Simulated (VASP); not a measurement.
BiTe, 2 atoms in the cell. Symmetry: Fm-3m, No. 225, cubic system. The conventional cell has a = 6.470 Å, b = 6.470 Å, c = 6.470 Å, α = 90.00°, β = 90.00°, γ = 90.00°. Bi (site symmetry m-3m) has 6 Te at 3.23 Å within 4.3 Å. Within 4.3 Å of Te (site symmetry m-3m) lie 6 Bi at 3.23 Å. 

| Quantity | Value |
| --- | --- |
| Program | VASP 6.6.1 |
| Task | single point |
| Functional | RPBE |
| Potentials or basis | VASP PAW PBE potentials, release 64 (Bi_d, Te) |
| Cutoff | 520 eV |
| k mesh | 7 × 7 × 7 |
| Occupations | gaussian, width 0.1 eV |
| Spin | no spin polarisation |
| Dipole correction | no |
| Further INCAR settings | ALGO = Normal; EDIFF = 1e-07; NBANDS = 18 |

Potentials or basis: VASP PAW PBE potentials, release 64 (Bi_d, Te).

Command:

```bash
$ cat potpaw_PBE.64/Bi_d/POTCAR potpaw_PBE.64/Te/POTCAR > POTCAR
$ mpirun -np 1 vasp_std > vasp.out
```

Hardware: 1 thread of Intel Xeon 8259CL (shared host).

Problem. Estimate the wall time of this run.

Solution. Run time: 58 s on 1 thread of Intel Xeon 8259CL (shared host), peak memory 0.21 GiB. Counts: scf iterations 15, k points 20.
